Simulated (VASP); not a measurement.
# HfN in VASP: further runs, part 3 of 3

VASP 6.6.1. Earlier steps stand in the parts before.

**5. Single point, PBE**

This run uses another cell than the first one, of 12.24 Å³/atom.

Contents of INCAR:

```
PREC = Accurate
ENCUT = 600
EDIFF = 1E-6
ISMEAR = 0
SIGMA = 0.05
LREAL = False
LASPH = True
NELM = 120
ALGO = Normal
ISIF = 2
LWAVE = False
LCHARG = False
GGA = PE
NBANDS = 14
GGA_COMPAT = False
```

Contents of KPOINTS:

```
Automatic mesh
0
Gamma
  14 14 12
```

Contents of POSCAR:

```
HfN
1.0
    3.1300051367      0.0000000000      0.0000000000
   -1.5650025683      2.6838257053      0.0000000000
    0.0000000000      0.0000000000      2.9130017211
Hf N
1 1
Direct
    0.0000000000      0.0000000000      0.0000000000
    0.6666666667      0.3333333333      0.5000000000
```

Potentials or basis: VASP PAW PBE potentials, release 64 (Hf_pv, N).

On the command line:

```bash
> cat potpaw_PBE.64/Hf_pv/POTCAR potpaw_PBE.64/N/POTCAR > POTCAR
> mpirun -np 1 vasp_std > vasp.out
```

OUTCAR:

```text
PREC = Accurate
   ENCUT = 600
   EDIFF = 1E-6
   ISMEAR = 0
   LREAL = False
   LASPH = True
   NELM = 120
   ISIF = 2
   GGA = PE

 ion  position               nearest neighbor table
   1  0.000  0.000  0.000-   2 2.31   2 2.31   2 2.32   2 2.32   2 2.32   2 2.32
   2  0.667  0.333  0.500-   1 2.31   1 2.31   1 2.32   1 2.32   1 2.32   1 2.32

  Warning from LATTYP: Monoclinic adjustment (A1->A3, A2->A1, A3->A2)!
  LATTYP: Found a base centered orthorhombic cell.
 ALAT       =     3.1300051367
 B/A-ratio  =     1.7149017897
 C/A-ratio  =     0.9306699491

  Lattice vectors:

 A1 = (   1.5650025683,  -2.6838257053,   0.0000000000)
 A2 = (   1.5650025684,   2.6838257053,   0.0000000000)
 A3 = (   0.0000000000,   0.0000000000,   2.9130017211)

Analysis of symmetry for initial positions (statically):
=====================================================================
 Subroutine PRICEL returns:
 Original cell was already a primitive cell.

 Routine SETGRP: Setting up the symmetry group for a
 base centered orthorhombic supercell.

 Subroutine GETGRP returns: Found  4 space group operations
 (whereof  4 operations were pure point group operations)
 out of a pool of  8 trial point group operations.

The static configuration has the point symmetry C_2v.

Analysis of symmetry for dynamics (positions and initial velocities):
=====================================================================
 Subroutine PRICEL returns:
 Original cell was already a primitive cell.

 Routine SETGRP: Setting up the symmetry group for a
 base centered orthorhombic supercell.

 Subroutine GETGRP returns: Found  4 space group operations
 (whereof  4 operations were pure point group operations)
 out of a pool of  8 trial point group operations.

The dynamic configuration has the point symmetry C_2v.

 Subroutine INISYM returns: Found  4 space group operations
 (whereof  4 operations are pure point group operations),
 and found     1 'primitive' translations

----------------------------------------------------------------------------------------

                                     Primitive cell

  volume of cell :      24.4703

  direct lattice vectors                    reciprocal lattice vectors
     3.130005137  0.000000000  0.000000000     0.319488294  0.186301219  0.000000000
    -1.565002568  2.683825705  0.000000000     0.000000000  0.372602438  0.000000000
     0.000000000  0.000000000  2.913001721     0.000000000  0.000000000  0.343288503

  length of vectors
     3.130005137  3.106791505  2.913001721     0.369839038  0.372602438  0.343288503

  position of ions in fractional coordinates (direct lattice)
     0.000000000  0.000000000  0.000000000
     0.666666667  0.333333333  0.500000000

  ion indices of the primitive-cell ions
   primitive index   ion index
                 1           1
                 2           2

----------------------------------------------------------------------------------------

 KPOINTS: Automatic mesh

Automatic generation of k-mesh.
 Grid dimensions read from file:
 generate k-points for:   14   14   12

 Generating k-lattice:

  Cartesian coordinates                     Fractional coordinates (reciprocal lattice)
     0.022820592  0.013307230  0.000000000     0.071428571  0.000000000  0.000000000
[... 42 lines left out ...]
   number of dos      NEDOS =    301   number of ions     NIONS =      2
   total plane-waves  NPLWV =  18816
   dimension x,y,z NGX =    28 NGY =   28 NGZ =   24
   dimension x,y,z NGXF=    56 NGYF=   56 NGZF=   48
   ions per type =               1   1
   NGX,Y,Z   is equivalent  to a cutoff of  14.87, 14.98, 13.70 a.u.
   NGXF,Y,Z  is equivalent  to a cutoff of  29.74, 29.97, 27.39 a.u.
 SYSTEM =  unknown system
   PREC   = accura    normal or accurate (medium, high low for compatibility)
   ISTART =      0    job   : 0-new  1-cont  2-samecut
   ICHARG =      2    charge: 1-file 2-atom 10-const
   ISPIN  =      1    spin polarized calculation?
   LNONCOLLINEAR =      F non collinear calculations
   LSORBIT =      F    spin-orbit coupling
   LASPH  =      T    aspherical Exc in radial PAW
   ENCUT  =  600.0 eV  44.10 Ry    6.64 a.u.   6.25  6.21  5.82*2*pi/ulx,y,z
   NELM   =    120;   NELMIN=  2; NELMDL= -5     # of ELM steps
   EDIFF  = 0.1E-05   stopping-criterion for ELM
   LREAL  =      F    real-space projection
   EDIFFG = 0.1E-04   stopping-criterion for IOM
   NSW    =      0    number of steps for IOM
   IBRION =     -1    ionic relax: 0-MD 1-quasi-New 2-CG
   NFREE  =      0    steps in history (QN), initial steepest desc. (CG)
   ISIF   =      2    stress and relaxation
   ISYM   =      2    0-nonsym 1-usesym 2-fastsym
   POTIM  = 0.5000    time-step for ionic-motion
   TEBEG  =    0.0;   TEEND  =   0.0 temperature during run
   PSTRESS=    0.0 pullay stress
   NELECT =      15.0000    total number of electrons
   NUPDOWN=      -1.0000    fix difference up-down
   EMIN   =  10.00;   EMAX   =-10.00  energy-range for DOS
   EFERMI =   0.00;   METHOD = LEGACY
   ISMEAR =     0;   SIGMA  =   0.05  broadening in eV -4-tet -1-fermi 0-gaus
   EFERMI_NEDOS =   21; number of points for ismear=-14 and -15
   IALGO  =     38    algorithm
   IMIX   =      4    mixing-type and parameters
     AMIX     =   0.40;   BMIX     =  1.00
     AMIX_MAG =   1.60;   BMIX_MAG =  1.00
  volume/ion in A,a.u.               =      12.24        82.57
  Fermi-wavevector in a.u.,A,eV,Ry     =   1.390674  2.627992 26.313302  1.933973
  Thomas-Fermi vector in A             =   2.514586
   LORBIT       =      0    0 simple, 1 ext, 2 COOP (PROOUT), +10 PAW based schemes
   GGA     = PE    functional components
   LHFCALC =     F    Hartree Fock is set to
   AEXX    =    0.0000 exact exchange contribution
   IVDW    =     0    specifies the selected vdW correction
   LEPSILON=     F    determine dielectric tensor
   LRPA    =     F    only Hartree local field effects (RPA)
 non-spin polarized calculation
 Gauss-broadening in eV      SIGMA  =   0.05
  energy-cutoff  :      600.00
  volume of cell :       24.47
 maximum number of plane-waves:       843
 NGX is ok and might be reduce to    28
   NGX = 13   NGY = 13   NGZ = 11

 number of electron      15.0000002 magnetization

 Free energy of the ion-electron system (eV)
  ---------------------------------------------------
  ext. energy  EPLUGINS =         0.00000000
  ---------------------------------------------------
  free energy    TOTEN  =       -20.96724103 eV

  energy without entropy =      -20.96456385  energy(sigma->0) =      -20.96590244

 E-fermi :   6.7643     XC(G=0): -12.3830

 val. band max:        6.7627315650   @ k =   0.4286   0.0000   0.2500
 cond. band min:       6.7658713142   @ k =  -0.3571   0.1429   0.2500
 fundamental gap:      0.0031397492
 Fermi energy:         6.7642872499

 k-point     1 :       0.0000    0.0000    0.0000
  band No.  band energies     occupation
      1     -23.5755      2.00000
      2     -23.5609      2.00000
      3     -23.3533      2.00000
      4      -9.2823      2.00000
      5       3.2928      2.00000
      6       3.3943      2.00000
      7       4.5449      2.00000
      8       5.1666      2.00000
      9       8.7073      0.00000
     10      11.4917      0.00000
     11      11.6176      0.00000
     12      12.6015      0.00000
     13      12.6372      0.00000
     14      19.7168      0.00000
[... 377 lines left out ...]
      1     -23.9918      2.00000
      2     -23.6900      2.00000
      3     -23.2981      2.00000
      4      -8.3795      2.00000
      5       1.4174      2.00000
      6       3.8066      2.00000
      7       4.2737      2.00000
      8       5.4798      2.00000
      9       9.9429      0.00000
     10      11.7694      0.00000
     11      11.8657      0.00000
     12      12.1319      0.00000
     13      13.5210      0.00000
     14      19.7749      0.00000

 [... further k-points ...]

------------------------ aborting loop because EDIFF is reached ----------------------------------------

  FORCE on cell =-STRESS in cart. coord.  units (eV):
  Direction    XX          YY          ZZ          XY          YZ          ZX
  --------------------------------------------------------------------------------------
  -------------------------------------------------------------------------------------
  Total       -0.9376444     -0.4901650     -0.5030972     -0.0000000      0.0000000      0.0000000
  in kB      -61.3915570    -32.0931826    -32.9399066     -0.0000000      0.0000000      0.0000000
  external PRESSURE =     -42.1415487 kB  Pullay stress =       0.0000000 kB

 VOLUME and BASIS-vectors are now :
 -----------------------------------------------------------------------------
  energy-cutoff  :      600.00
  volume of cell :       24.47
      direct lattice vectors                 reciprocal lattice vectors
     3.130005137  0.000000000  0.000000000     0.319488294  0.186301219  0.000000000
    -1.565002568  2.683825705  0.000000000     0.000000000  0.372602438  0.000000000
     0.000000000  0.000000000  2.913001721     0.000000000  0.000000000  0.343288503

 POSITION                                       TOTAL-FORCE (eV/Angst)
 -----------------------------------------------------------------------------------
      0.00000      0.00000      0.00000         0.000000      0.021488      0.000000
      1.56500      0.89461      1.45650        -0.000000     -0.021488      0.000000
 -----------------------------------------------------------------------------------
    total drift:                                0.000000     -0.000001      0.000000

  FREE ENERGIE OF THE ION-ELECTRON SYSTEM (eV)
  ---------------------------------------------------
  free  energy   TOTEN  =       -20.9672410277 eV

  energy  without entropy=      -20.9645638526  energy(sigma->0) =      -20.96590244
```

Wall time 2.8 min (1 thread of AMD EPYC 7R13, shared host); peak memory 0.27 GiB.

Results:

```yaml
Free_energy: -20.9672 eV
Pressure: -4.2 GPa
Largest_force: 0.021 eV/Å
Band_gap_on_the_k_mesh: zero (an odd number of electrons rules out a gap without spin polarisation)
```

Forces on the atoms (eV/Å):
```
Hf   0.000  0.021  0.000
N    0.000 -0.021  0.000
```

Caveat: the cell stands under tension; spin-orbit coupling is left out, which moves the levels of the heavy elements.

**6. Single point, PBE**

This run uses another cell than the first one, of 12.36 Å³/atom.

Contents of INCAR:

```
ALGO     = Normal         # electronic algorithm
EDIFF    = 1E-6           # SCF threshold, eV
ENCUT    = 600            # plane-wave cutoff, eV
GGA      = PE             # functional
GGA_COMPAT= False        
ISIF     = 2              # what is computed and relaxed
ISMEAR   = 0              # smearing method
LASPH    = True           # aspherical terms in the spheres
LCHARG   = False          # write CHGCAR
LREAL    = False          # projectors in reciprocal space
LWAVE    = False          # write WAVECAR
NBANDS   = 14             # bands
NELM     = 120            # most SCF steps
PREC     = Accurate       # precision mode
SIGMA    = 0.05           # smearing width, eV
```

Contents of KPOINTS:

```
k-points
0
Gamma
  14 14 12
```

Contents of POSCAR:

```
HfN
1.0
    3.1609952866      0.0000000000      0.0000000000
   -1.5804976433      2.6838257053      0.0000000000
    0.0000000000      0.0000000000      2.9130017211
Hf N
1 1
Direct
    0.0000000000      0.0000000000      0.0000000000
    0.6666666667      0.3333333333      0.5000000000
```

Potentials or basis: VASP PAW PBE potentials, release 64 (Hf_pv, N).

On the command line:

```bash
> cat potpaw_PBE.64/Hf_pv/POTCAR potpaw_PBE.64/N/POTCAR > POTCAR
> mpirun -np 1 vasp_std > vasp.out
```

Run time: 2.9 min. Hardware: 1 thread of AMD EPYC 7R13, shared host; peak memory 0.27 GiB.

The run converged. Its results:

```yaml
Free_energy: -20.9552 eV
Pressure: -6.2 GPa
Largest_force: 0.036 eV/Å
Band_gap_on_the_k_mesh: zero (an odd number of electrons rules out a gap without spin polarisation)
```

Forces in eV/Å, atoms in the order of the input:
```
Hf   0.000  0.036  0.000
N    0.000 -0.036  0.000
```

Stress tensor (GPa, compression positive):
```
-10.14   0.00   0.00
  0.00  -4.45   0.00
  0.00   0.00  -4.08
```

Levels at points of the mesh, in eV from the Fermi level:
```
           k point  band 6  band 7  band 8  band 9  band 10  band 11
(0.00, 0.00, 0.00)   -3.33   -2.19   -1.58    1.83     4.63     4.88
(0.50, 0.00, 0.00)   -3.17   -2.22   -1.71    4.60     4.99     6.18
(0.00, 0.50, 0.00)   -3.18   -2.34   -1.68    4.58     4.85     6.23
(0.00, 0.00, 0.50)   -2.69   -2.62    1.33    1.69     3.82     4.14
(0.50, 0.00, 0.50)   -4.62   -4.19    0.64    4.83     6.32     7.69
(0.00, 0.50, 0.50)   -4.64   -4.37    0.80    4.79     6.43     7.74
```

Caveat: the cell stands under tension; spin-orbit coupling is left out, which moves the levels of the heavy elements.

**7. The runs side by side**

| cell | gap on the mesh (eV) | pressure (GPa) | largest force (eV/Å) |
| --- | --- | --- | --- |
| a = 3.099, b = 3.099, c = 2.913 Å, angles 90.0, 90.0, 120.0°, 2 atoms, atomic positions A | none | -2.1 | - |
| a = 3.207, b = 3.207, c = 2.993 Å, angles 90.0, 90.0, 120.0°, 2 atoms, atomic positions A | none | -20.1 | - |
| a = 3.099, b = 3.099, c = 2.913 Å, angles 90.0, 90.0, 120.0°, 2 atoms, atomic positions B | none | -1.7 | 0.49 |
| a = 3.130, b = 3.107, c = 2.913 Å, angles 90.0, 90.0, 120.2°, 2 atoms, atomic positions A | none | -4.2 | 0.02 |
| a = 3.161, b = 3.115, c = 2.913 Å, angles 90.0, 90.0, 120.5°, 2 atoms, atomic positions A | none | -6.2 | 0.04 |

Alike in all rows: task single point; level PBE; potentials or basis VASP PAW PBE potentials, release 64 (Hf_pv, N); no spin polarisation; k mesh 14 × 14 × 12; cutoff (eV) 600; smearing gaussian 0.05 eV.

Caveats: spin-orbit coupling is left out, which moves the levels of the heavy elements; the cell stands under tension (at least some runs).

Total energies depend on the potentials used, so only differences within one code and one set of settings carry meaning.
